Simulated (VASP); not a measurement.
Write the native input for VASP 6.6.1 that does the following.

| Item | Value |
| --- | --- |
| Task | single point |
| Functional | PBEsol |
| Potentials or basis | VASP PAW PBE potentials, release 64 (Lu) |
| Cutoff | 520 eV |
| k mesh | 7 × 7 × 4 |
| Occupations | methfessel-paxton, width 0.02 eV |
| Spin | no spin polarisation |
| Dipole correction | no |
| Further INCAR settings | ALGO = Normal; EDIFF = 1e-06; NBANDS = 32 |

The structure of Lu lies in POSCAR:

```
Lu
1.0
    3.4218024813      0.0000000000      0.0000000000
   -1.7109012407      2.9633678756      0.0000000000
    0.0000000000      0.0000000000      5.4220817670
Lu
2
Direct
    0.3333333333      0.6666666667      0.2500000000
    0.6666666667      0.3333333333      0.7500000000
```

These files were run (other wordings do the same):

INCAR

```
ALGO     = Normal         # electronic algorithm
EDIFF    = 1E-6           # SCF threshold, eV
ENCUT    = 520            # plane-wave cutoff, eV
GGA      = PS             # functional
ISIF     = 2              # what is computed and relaxed
ISMEAR   = 1              # smearing method
LASPH    = T              # aspherical terms in the spheres
LCHARG   = T              # write CHGCAR
LELF     = T              # ELF
LREAL    = F              # projectors in reciprocal space
LVHAR    = T            
LWAVE    = F              # write WAVECAR
NBANDS   = 32             # bands
NELM     = 100            # most SCF steps
PREC     = Accurate       # precision mode
SIGMA    = 0.02           # smearing width, eV
```

KPOINTS

```
k-points
0
Gamma
  7 7 4
```

Potentials or basis: VASP PAW PBE potentials, release 64 (Lu).

Run with:

```sh
$ cat potpaw_PBE.64/Lu/POTCAR > POTCAR
$ mpirun -np 1 vasp_std > vasp.out
```

It gave:

```yaml
Pressure: 0.1 GPa
Band_gap_on_the_k_mesh: zero (band 25 reaches 3.47 eV, above the bottom of band 26 at 1.75 eV)
```

Caveat: the PAW data sets were made with another functional, which shifts forces and pressure a little; spin-orbit coupling is left out, which moves the levels of the heavy elements.

Run time: 27 s on 1 thread of Intel(R) Xeon(R) Platinum 8488C (Sapphire Rapids) (shared host), peak memory 0.2 GiB.
